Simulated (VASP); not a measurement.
Crystal: SiC.

```
Si C
1.0
     0.00000    2.26517    2.26517
     2.26517    0.00000    2.26517
     2.26517    2.26517    0.00000
Si C
1 1
Direct
  0.00000 0.00000 0.00000
  0.25000 0.25000 0.25000
```

This cell differs from its parent crystal: strain +4.0%.

Base run:

| Item | Value |
| --- | --- |
| Program | VASP 6.6.1 |
| Functional | PBE |
| Potentials or basis | VASP PAW PBE potentials, release 64 (Si, C) |
| Cutoff | 520 eV |
| k mesh | 10 × 10 × 10 |
| Occupations | fermi-dirac, width 0.02 eV |
| Spin | no spin polarisation |

Its results: band gap on the k mesh 1.45 eV, indirect (least direct gap 4.41 eV); pressure -17.6 GPa.

Q: The run is repeated on the same cell with these changes: functional from PBE to r2SCAN; occupations from fermi-dirac, width 0.02 eV to gaussian, width 0.01 eV. What comes out?

A: Band gap on the k mesh 1.79 eV, indirect (least direct gap 4.89 eV); pressure -21.3 GPa.

Caveats: the PAW data sets were made with another functional, which shifts forces and pressure a little (some runs).

A k mesh can miss the band edges.
